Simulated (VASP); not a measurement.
**In: single point with PBE**

The system is In.

```
In
1.0
    -1.59363    1.62615    2.47395
     1.59363   -1.62615    2.47395
     1.59363    1.62615   -2.47395
In
1
Cartesian
  0.0000 0.0000 0.0000
```

This cell differs from its parent crystal: strain -0.0200 x Voigt [1, 0, 0, 0, 0, 0].

* Program: VASP 6.6.1
* Task: single point
* Functional: PBE
* Potentials or basis: VASP PAW PBE potentials, release 64 (In_d)
* Cutoff: 520 eV
* k mesh: 20 × 20 × 20
* Occupations: gaussian, width 0.15 eV
* Spin: no spin polarisation

| Property | Result |
| --- | --- |
| Pressure | 3.0 GPa |
| Band gap on the k mesh | zero (an odd number of electrons rules out a gap without spin polarisation) |

Stress tensor (GPa, compression positive):
```
3.27 0.00 0.00
0.00 2.89 0.00
0.00 0.00 2.74
```

Levels at points of the mesh, in eV from the Fermi level:
```csv
k point,band 2,band 3,band 4,band 5,band 6,band 7,band 8,band 9,band 10,band 11
"(0.00, 0.00, 0.00)",-14.64,-14.62,-14.56,-14.43,-9.70,10.40,10.81,11.02,11.72,13.97
"(0.50, 0.00, 0.00)",-14.73,-14.60,-14.35,-14.32,-4.44,-3.51,7.49,9.62,11.32,11.37
"(0.00, 0.50, 0.00)",-14.70,-14.63,-14.36,-14.30,-4.20,-3.44,7.52,9.20,11.05,11.47
"(0.50, 0.50, 0.00)",-14.81,-14.35,-14.34,-14.23,-1.99,-1.55,3.49,3.98,7.07,7.37
"(0.50, 0.50, 0.50)",-14.81,-14.33,-14.30,-14.30,-3.03,-2.82,4.58,5.17,8.08,8.69
```

Wall time 6.2 min on 1 thread of Intel(R) Xeon(R) Platinum 8259CL CPU @ 2.50GHz (Skylake/Cascade Lake), on a shared host, peak memory 0.44 GiB.

Caveat: the cell differs from its parent crystal (strain -0.0200 x Voigt [1, 0, 0, 0, 0, 0]); spin-orbit coupling is left out, which moves the levels of the heavy elements.
